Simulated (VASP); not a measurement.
# MgO (P6_3mc) in VASP: further runs, part 2 of 2

VASP 6.6.1. Earlier steps stand in the parts before.

## Step 3: Single point, PBEsol (all Mg atoms moved +0.087 Å, as atom 1 along Cartesian [0 0 1])

INCAR reads:

```
SYSTEM = MgO
PREC = Accurate
ENCUT = 520
EDIFF = 1E-6
ISMEAR = 0
SIGMA = 0.05
LREAL = .FALSE.
LASPH = .TRUE.
NELM = 100
ALGO = Normal
ISIF = 2
LWAVE = .FALSE.
LCHARG = .FALSE.
GGA = PS
NBANDS = 16
```

KPOINTS reads:

```
regular mesh
0
G
  9 9 6
  0 0 0
```

POSCAR reads:

```
MgO
1.0
    3.3077869865      0.0000000000      0.0000000000
   -1.6538934933      2.8646275606      0.0000000000
    0.0000000000      0.0000000000      4.9828816700
Mg O
2 2
Direct
    0.3333333333      0.6666666667      0.0197198600
    0.6666666667      0.3333333333      0.5197198600
    0.3333333333      0.6666666667      0.4024402600
    0.6666666667      0.3333333333      0.9024402600
```

Potentials or basis: VASP PAW PBE potentials, release 64 (Mg, O).

Run with:

```
$ cat potpaw_PBE.64/Mg/POTCAR potpaw_PBE.64/O/POTCAR > POTCAR
$ mpirun -np 1 vasp_std > vasp.out
```

OUTCAR:

```text
SYSTEM = MgO
   PREC = Accurate
   ENCUT = 520
   EDIFF = 1E-6
   ISMEAR = 0
   LREAL = .FALSE.
   LASPH = .TRUE.
   NELM = 100
   ISIF = 2
   GGA = PS

 ion  position               nearest neighbor table
   1  0.333  0.667  0.020-   3 1.91   4 2.00   4 2.00   4 2.00   2 3.14   2 3.14   2 3.14   2 3.14
                             2 3.14   2 3.14
   2  0.667  0.333  0.520-   4 1.91   3 2.00   3 2.00   3 2.00   1 3.14   1 3.14   1 3.14   1 3.14
                             1 3.14   1 3.14
   3  0.333  0.667  0.402-   1 1.91   2 2.00   2 2.00   2 2.00
   4  0.667  0.333  0.902-   2 1.91   1 2.00   1 2.00   1 2.00

  LATTYP: Found a hexagonal cell.
 ALAT       =     3.3077869865
 C/A-ratio  =     1.5064094787

  Lattice vectors:

 A1 = (   3.3077869865,   0.0000000000,   0.0000000000)
 A2 = (  -1.6538934933,   2.8646275606,   0.0000000000)
 A3 = (   0.0000000000,   0.0000000000,   4.9828816700)

Analysis of symmetry for initial positions (statically):
=====================================================================
 Subroutine PRICEL returns:
 Original cell was already a primitive cell.

 Routine SETGRP: Setting up the symmetry group for a
 hexagonal supercell.

 Subroutine GETGRP returns: Found 12 space group operations
 (whereof  6 operations were pure point group operations)
 out of a pool of 24 trial point group operations.

The static configuration has the point symmetry C_3v.
 The point group associated with its full space group is C_6v.

Analysis of symmetry for dynamics (positions and initial velocities):
=====================================================================
 Subroutine PRICEL returns:
 Original cell was already a primitive cell.

 Routine SETGRP: Setting up the symmetry group for a
 hexagonal supercell.

 Subroutine GETGRP returns: Found 12 space group operations
 (whereof  6 operations were pure point group operations)
 out of a pool of 24 trial point group operations.

The dynamic configuration has the point symmetry C_3v.
[... 127 lines left out ...]
  Thomas-Fermi vector in A             =   2.278052
   LORBIT       =      0    0 simple, 1 ext, 2 COOP (PROOUT), +10 PAW based schemes
   GGA     = PS    functional components
   LHFCALC =     F    Hartree Fock is set to
   AEXX    =    0.0000 exact exchange contribution
   IVDW    =     0    specifies the selected vdW correction
   LEPSILON=     F    determine dielectric tensor
   LRPA    =     F    only Hartree local field effects (RPA)
 non-spin polarized calculation
 Gauss-broadening in eV      SIGMA  =   0.05
  energy-cutoff  :      520.00
  volume of cell :       47.22
 maximum number of plane-waves:      1303
 NGX is ok and might be reduce to    28
   NGX = 13   NGY = 13   NGZ = 19

 number of electron      15.9999997 magnetization

 Free energy of the ion-electron system (eV)
  ---------------------------------------------------
  ext. energy  EPLUGINS =         0.00000000
  ---------------------------------------------------
  free energy    TOTEN  =       -24.49093982 eV

  energy without entropy =      -24.49093982  energy(sigma->0) =      -24.49093982

 E-fermi :   1.1703     XC(G=0):  -9.9735

 val. band max:        0.9019036563   @ k =   0.0000   0.0000   0.0000
 cond. band min:       4.3685194151   @ k =   0.0000   0.0000   0.0000
 fundamental gap:      3.4666157588
 Fermi energy:         1.1702976172

 k-point     1 :       0.0000    0.0000    0.0000
  band No.  band energies     occupation
      1     -15.1756      2.00000
      2     -14.3449      2.00000
      3      -2.3047      2.00000
      4       0.2851      2.00000
      5       0.2851      2.00000
      6       0.6136      2.00000
[... 433 lines left out ...]
      3      -1.7005      2.00000
      4      -1.2231      2.00000
      5      -1.2231      2.00000
      6      -0.4121      2.00000
[... 8 lines left out ...]
     15      14.4587      0.00000
     16      18.1040      0.00000

 [... further k-points ...]

------------------------ aborting loop because EDIFF is reached ----------------------------------------

  FORCE on cell =-STRESS in cart. coord.  units (eV):
  Direction    XX          YY          ZZ          XY          YZ          ZX
  --------------------------------------------------------------------------------------
  -------------------------------------------------------------------------------------
  Total       -0.7130953     -0.7130953      2.4791431      0.0000000      0.0000000      0.0000000
  in kB      -24.1975757    -24.1975757     84.1251613      0.0000000      0.0000000      0.0000000
  external PRESSURE =      11.9100033 kB  Pullay stress =       0.0000000 kB

 VOLUME and BASIS-vectors are now :
 -----------------------------------------------------------------------------
  energy-cutoff  :      520.00
  volume of cell :       47.22
      direct lattice vectors                 reciprocal lattice vectors
     3.307786987  0.000000000  0.000000000     0.302316928  0.174542760  0.000000000
    -1.653893493  2.864627561  0.000000000     0.000000000  0.349085519  0.000000000
     0.000000000  0.000000000  4.982881670     0.000000000  0.000000000  0.200687086

 POSITION                                       TOTAL-FORCE (eV/Angst)
 -----------------------------------------------------------------------------------
     -0.00000      1.90975      0.09826         0.000000      0.000000     -0.756417
      1.65389      0.95488      2.58970        -0.000000     -0.000000     -0.756417
     -0.00000      1.90975      2.00531        -0.000000      0.000000      0.756417
      1.65389      0.95488      4.49675         0.000000     -0.000000      0.756417
 -----------------------------------------------------------------------------------
    total drift:                               -0.000000     -0.000000      0.002099

  FREE ENERGIE OF THE ION-ELECTRON SYSTEM (eV)
  ---------------------------------------------------
  free  energy   TOTEN  =       -24.4909398229 eV

  energy  without entropy=      -24.4909398229  energy(sigma->0) =      -24.49093982
```

Run time: 40 s. Hardware: 1 thread of Intel Xeon 8259CL, shared host; peak memory 0.19 GiB.

Results:

* Free energy: -24.4909 eV
* Pressure: 1.2 GPa
* Largest force: 0.756 eV/Å
* Band gap on the k mesh: 3.47 eV

Forces on the atoms (eV/Å):
```
Mg   0.000  0.000 -0.756
Mg   0.000  0.000 -0.756
O    0.000  0.000  0.756
O    0.000  0.000  0.756
```

Stress tensor (GPa, compression positive):
```
-2.42  0.00  0.00
 0.00 -2.42  0.00
 0.00  0.00  8.41
```

Caveat: the cell differs from its parent crystal (all Mg atoms moved +0.087 Å, as atom 1 along Cartesian [0 0 1]); the PAW data sets were made with another functional, which shifts forces and pressure a little; an odd mesh through Γ misses points on the zone boundary, where band edges can lie.
